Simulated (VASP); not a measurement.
# BaZrO3 (Pm-3m) in VASP: further runs

BaZrO3 is run at these levels: LDA, PBEsol; tasks: single point.

Everything below comes from runs of VASP 6.6.1. Logs are shortened: lines on timing, memory, paths and dates and some standing lists are left out, and cuts for length are marked.

**1. The cell of the first run**

It takes space group Pm-3m (No. 221, cubic). The conventional cell has a = 4.147 Å, b = 4.147 Å, c = 4.147 Å, α = 90.00°, β = 90.00°, γ = 90.00°. Ba (site symmetry m-3m) has 12 O at 2.93 Å and 8 Zr at 3.59 Å within 3.9 Å. Zr (site symmetry m-3m) has 6 O at 2.07 Å within 2.7 Å. O (site symmetry 4/mmm) has 2 Zr at 2.07 Å within 2.7 Å.

**2. Single point, LDA**

INCAR reads:

```
SYSTEM = BaZrO3
PREC = Accurate
ENCUT = 520
EDIFF = 1E-6
ISMEAR = -1
SIGMA = 0.02
LREAL = .FALSE.
LASPH = .TRUE.
NELM = 60
ALGO = Normal
ISIF = 2
LWAVE = .FALSE.
LCHARG = .TRUE.
GGA = CA
LELF = .TRUE.
LVHAR = .TRUE.
NBANDS = 28
```

KPOINTS reads:

```
regular mesh
0
G
  6 6 6
  0 0 0
```

POSCAR reads:

```
BaZrO3
1.0
    4.1473697090      0.0000000000      0.0000000000
    0.0000000000      4.1473697090      0.0000000000
    0.0000000000      0.0000000000      4.1473697090
Ba Zr O
1 1 3
Direct
    0.0000000000      0.0000000000      0.0000000000
    0.5000000000      0.5000000000      0.5000000000
    0.5000000000      0.5000000000      0.0000000000
    0.5000000000      0.0000000000      0.5000000000
    0.0000000000      0.5000000000      0.5000000000
```

Potentials or basis: VASP PAW LDA potentials, release 64 (Ba_sv, Zr_sv, O).

Started as:

```
cat potpaw_LDA.64/Ba_sv/POTCAR potpaw_LDA.64/Zr_sv/POTCAR potpaw_LDA.64/O/POTCAR > POTCAR
mpirun -np 1 vasp_std > vasp.out
```

OUTCAR:

```text
SYSTEM = BaZrO3
   PREC = Accurate
   ENCUT = 520
   EDIFF = 1E-6
   ISMEAR = -1
   LREAL = .FALSE.
   LASPH = .TRUE.
   NELM = 60
   ISIF = 2
   GGA = CA

 ion  position               nearest neighbor table
   1  0.000  0.000  0.000-   3 2.93   4 2.93   5 2.93   4 2.93   5 2.93   3 2.93   5 2.93   5 2.93
                             3 2.93   4 2.93   4 2.93   3 2.93   2 3.59   2 3.59   2 3.59   2 3.59
   2  0.500  0.500  0.500-   3 2.07   4 2.07   5 2.07   3 2.07   4 2.07   5 2.07   1 3.59   1 3.59
                             1 3.59   1 3.59   1 3.59   1 3.59   1 3.59   1 3.59
   3  0.500  0.500  0.000-   2 2.07   2 2.07   1 2.93   1 2.93   1 2.93   1 2.93
   4  0.500  0.000  0.500-   2 2.07   2 2.07   1 2.93   1 2.93   1 2.93   1 2.93
   5  0.000  0.500  0.500-   2 2.07   2 2.07   1 2.93   1 2.93   1 2.93   1 2.93

  LATTYP: Found a simple cubic cell.
 ALAT       =     4.1473697090

  Lattice vectors:

 A1 = (   4.1473697090,   0.0000000000,   0.0000000000)
 A2 = (   0.0000000000,   4.1473697090,   0.0000000000)
 A3 = (   0.0000000000,   0.0000000000,   4.1473697090)

Analysis of symmetry for initial positions (statically):
=====================================================================
 Subroutine PRICEL returns:
 Original cell was already a primitive cell.

 Routine SETGRP: Setting up the symmetry group for a
 simple cubic supercell.

 Subroutine GETGRP returns: Found 48 space group operations
 (whereof 48 operations were pure point group operations)
 out of a pool of 48 trial point group operations.

The static configuration has the point symmetry O_h .

Analysis of symmetry for dynamics (positions and initial velocities):
=====================================================================
 Subroutine PRICEL returns:
 Original cell was already a primitive cell.

 Routine SETGRP: Setting up the symmetry group for a
 simple cubic supercell.

 Subroutine GETGRP returns: Found 48 space group operations
 (whereof 48 operations were pure point group operations)
 out of a pool of 48 trial point group operations.

The dynamic configuration has the point symmetry O_h .

 Subroutine INISYM returns: Found 48 space group operations
 (whereof 48 operations are pure point group operations),
 and found     1 'primitive' translations

----------------------------------------------------------------------------------------

                                     Primitive cell

  volume of cell :      71.3376

  direct lattice vectors                    reciprocal lattice vectors
     4.147369709  0.000000000  0.000000000     0.241116676  0.000000000  0.000000000
     0.000000000  4.147369709  0.000000000     0.000000000  0.241116676  0.000000000
     0.000000000  0.000000000  4.147369709     0.000000000  0.000000000  0.241116676

  length of vectors
     4.147369709  4.147369709  4.147369709     0.241116676  0.241116676  0.241116676

  position of ions in fractional coordinates (direct lattice)
     0.000000000  0.000000000  0.000000000
     0.500000000  0.500000000  0.500000000
     0.500000000  0.500000000  0.000000000
     0.500000000  0.000000000  0.500000000
     0.000000000  0.500000000  0.500000000

  ion indices of the primitive-cell ions
   primitive index   ion index
                 1           1
                 2           2
                 3           3
                 4           4
                 5           5

----------------------------------------------------------------------------------------

 KPOINTS: regular mesh

Automatic generation of k-mesh.
 Grid dimensions read from file:
 generate k-points for:    6    6    6

 Generating k-lattice:

  Cartesian coordinates                     Fractional coordinates (reciprocal lattice)
     0.040186113  0.000000000  0.000000000     0.166666667  0.000000000  0.000000000
     0.000000000  0.040186113  0.000000000     0.000000000  0.166666667  0.000000000
     0.000000000  0.000000000  0.040186113     0.000000000  0.000000000  0.166666667

  Length of vectors
     0.040186113  0.040186113  0.040186113

  Shift w.r.t. Gamma in fractional coordinates (k-lattice)
     0.000000000  0.000000000  0.000000000

 Subroutine IBZKPT returns following result:
 ===========================================

 Found     20 irreducible k-points:

 Following reciprocal coordinates:
            Coordinates               Weight
  0.000000  0.000000  0.000000      1.000000
  0.166667  0.000000  0.000000      6.000000
  0.333333  0.000000  0.000000      6.000000
  0.500000  0.000000  0.000000      3.000000
  0.166667  0.166667  0.000000     12.000000
  0.333333  0.166667  0.000000     24.000000
[... 12 lines left out ...]
  0.500000  0.500000  0.333333      6.000000
  0.500000  0.500000  0.500000      1.000000
   k-points           NKPTS =     20   k-points in BZ     NKDIM =     20   number of bands    NBANDS=     28
   number of dos      NEDOS =    301   number of ions     NIONS =      5
   total plane-waves  NPLWV =  32768
   dimension x,y,z NGX =    32 NGY =   32 NGZ =   32
   dimension x,y,z NGXF=    64 NGYF=   64 NGZF=   64
   ions per type =               1   1   3
   NGX,Y,Z   is equivalent  to a cutoff of  12.83, 12.83, 12.83 a.u.
   NGXF,Y,Z  is equivalent  to a cutoff of  25.65, 25.65, 25.65 a.u.
 SYSTEM =  BaZrO3
   PREC   = accura    normal or accurate (medium, high low for compatibility)
   ISTART =      0    job   : 0-new  1-cont  2-samecut
   ICHARG =      2    charge: 1-file 2-atom 10-const
   ISPIN  =      1    spin polarized calculation?
   LNONCOLLINEAR =      F non collinear calculations
   LSORBIT =      F    spin-orbit coupling
   LASPH  =      T    aspherical Exc in radial PAW
   ENCUT  =  520.0 eV  38.22 Ry    6.18 a.u.   7.71  7.71  7.71*2*pi/ulx,y,z
   NELM   =     60;   NELMIN=  2; NELMDL= -5     # of ELM steps
   EDIFF  = 0.1E-05   stopping-criterion for ELM
   LREAL  =      F    real-space projection
   EDIFFG = 0.1E-04   stopping-criterion for IOM
   NSW    =      0    number of steps for IOM
   IBRION =     -1    ionic relax: 0-MD 1-quasi-New 2-CG
   NFREE  =      0    steps in history (QN), initial steepest desc. (CG)
   ISIF   =      2    stress and relaxation
   ISYM   =      2    0-nonsym 1-usesym 2-fastsym
   POTIM  = 0.5000    time-step for ionic-motion
   TEBEG  =    0.0;   TEEND  =   0.0 temperature during run
   PSTRESS=    0.0 pullay stress
   NELECT =      40.0000    total number of electrons
   NUPDOWN=      -1.0000    fix difference up-down
   EMIN   =  10.00;   EMAX   =-10.00  energy-range for DOS
   EFERMI =   0.00;   METHOD = LEGACY
   ISMEAR =    -1;   SIGMA  =   0.02  broadening in eV -4-tet -1-fermi 0-gaus
   EFERMI_NEDOS =   21; number of points for ismear=-14 and -15
   IALGO  =     38    algorithm
   IMIX   =      4    mixing-type and parameters
     AMIX     =   0.40;   BMIX     =  1.00
     AMIX_MAG =   1.60;   BMIX_MAG =  1.00
  volume/ion in A,a.u.               =      14.27        96.28
  Fermi-wavevector in a.u.,A,eV,Ry     =   1.349964  2.551061 24.795283  1.822402
  Thomas-Fermi vector in A             =   2.477507
   LORBIT       =      0    0 simple, 1 ext, 2 COOP (PROOUT), +10 PAW based schemes
   GGA     = CA    functional components
   LHFCALC =     F    Hartree Fock is set to
   AEXX    =    0.0000 exact exchange contribution
   IVDW    =     0    specifies the selected vdW correction
   LEPSILON=     F    determine dielectric tensor
   LRPA    =     F    only Hartree local field effects (RPA)
 non-spin polarized calculation
  energy-cutoff  :      520.00
  volume of cell :       71.34
 maximum number of plane-waves:      1936
 NGX is ok and might be reduce to    32
   NGX = 15   NGY = 15   NGZ = 15

 number of electron      40.0000017 magnetization

 Free energy of the ion-electron system (eV)
  ---------------------------------------------------
  ext. energy  EPLUGINS =         0.00000000
  ---------------------------------------------------
  free energy    TOTEN  =       -45.73767498 eV

  energy without entropy =      -45.73767498  energy(sigma->0) =      -45.73767498

 E-fermi :   4.1678     XC(G=0): -11.3943

 val. band max:        3.7033504955   @ k =   0.5000   0.5000   0.5000
 cond. band min:       6.8357077493   @ k =   0.0000   0.0000   0.0000
 fundamental gap:      3.1323572538
 Fermi energy:         4.1677742785

 k-point     1 :       0.0000    0.0000    0.0000
  band No.  band energies     occupation
      1     -42.7635      2.00000
      2     -21.3401      2.00000
      3     -21.1482      2.00000
      4     -21.1482      2.00000
      5     -21.1482      2.00000
      6     -12.4070      2.00000
[... 20 lines left out ...]
     27      11.5399      0.00000
     28      11.5399      0.00000

 k-point     2 :       0.1667    0.0000    0.0000
  band No.  band energies     occupation
      1     -42.7625      2.00000
      2     -21.4202      2.00000
      3     -21.1461      2.00000
      4     -21.1461      2.00000
      5     -21.1233      2.00000
      6     -12.4280      2.00000
[... 20 lines left out ...]
     27      11.5423      0.00000
     28      12.0667      0.00000

 k-point     3 :       0.3333    0.0000    0.0000
  band No.  band energies     occupation
      1     -42.7604      2.00000
      2     -21.5636      2.00000
      3     -21.1417      2.00000
      4     -21.1417      2.00000
      5     -21.0833      2.00000
      6     -12.5667      2.00000
[... 20 lines left out ...]
     27      11.5417      0.00000
     28      11.7521      0.00000

 k-point     4 :       0.5000    0.0000    0.0000
  band No.  band energies     occupation
      1     -42.7594      2.00000
      2     -21.6307      2.00000
      3     -21.1395      2.00000
      4     -21.1395      2.00000
      5     -21.0648      2.00000
      6     -12.6416      2.00000
[... 454 lines left out ...]
     27      12.1136      0.00000
     28      12.8498      0.00000

 k-point    19 :       0.5000    0.5000    0.3333
  band No.  band energies     occupation
      1     -42.7522      2.00000
      2     -21.4205      2.00000
      3     -21.4205      2.00000
      4     -21.3493      2.00000
      5     -21.1928      2.00000
      6     -11.3748      2.00000
[... 20 lines left out ...]
     27      12.3935      0.00000
     28      13.2205      0.00000

 k-point    20 :       0.5000    0.5000    0.5000
  band No.  band energies     occupation
      1     -42.7512      2.00000
      2     -21.4173      2.00000
      3     -21.4173      2.00000
      4     -21.4173      2.00000
      5     -21.1818      2.00000
      6     -11.0463      2.00000
[... 20 lines left out ...]
     27      13.0873      0.00000
     28      13.0873      0.00000

------------------------ aborting loop because EDIFF is reached ----------------------------------------

  FORCE on cell =-STRESS in cart. coord.  units (eV):
  Direction    XX          YY          ZZ          XY          YZ          ZX
  --------------------------------------------------------------------------------------
  -------------------------------------------------------------------------------------
  Total        0.6785392      0.6785392      0.6785392      0.0000000      0.0000000     -0.0000000
  in kB       15.2393799     15.2393799     15.2393799      0.0000000      0.0000000     -0.0000000
  external PRESSURE =      15.2393799 kB  Pullay stress =       0.0000000 kB

 VOLUME and BASIS-vectors are now :
 -----------------------------------------------------------------------------
  energy-cutoff  :      520.00
  volume of cell :       71.34
      direct lattice vectors                 reciprocal lattice vectors
     4.147369709  0.000000000  0.000000000     0.241116676  0.000000000  0.000000000
     0.000000000  4.147369709  0.000000000     0.000000000  0.241116676  0.000000000
     0.000000000  0.000000000  4.147369709     0.000000000  0.000000000  0.241116676

 POSITION                                       TOTAL-FORCE (eV/Angst)
 -----------------------------------------------------------------------------------
      0.00000      0.00000      0.00000         0.000000      0.000000      0.000000
      2.07368      2.07368      2.07368         0.000000      0.000000      0.000000
      2.07368      2.07368      0.00000         0.000000      0.000000      0.000000
      2.07368      0.00000      2.07368         0.000000      0.000000      0.000000
      0.00000      2.07368      2.07368         0.000000      0.000000      0.000000
 -----------------------------------------------------------------------------------
    total drift:                                0.000000     -0.000000     -0.000000

  FREE ENERGIE OF THE ION-ELECTRON SYSTEM (eV)
  ---------------------------------------------------
  free  energy   TOTEN  =       -45.7376749763 eV

  energy  without entropy=      -45.7376749763  energy(sigma->0) =      -45.73767498
```

Wall time 12 s (1 thread of Intel Xeon 6975P-C (Granite Rapids), shared host); peak memory 0.18 GiB.

What came out:

```
Free energy            : -45.7377 eV
Pressure               : 1.5 GPa
Band gap on the k mesh : 3.13 eV, indirect (least direct gap 3.31 eV)
```

Caveat: spin-orbit coupling is left out, which moves the levels of the heavy elements. As with any semilocal functional, this LDA gap is likely too small.

(Continued in part 2 of 2.)
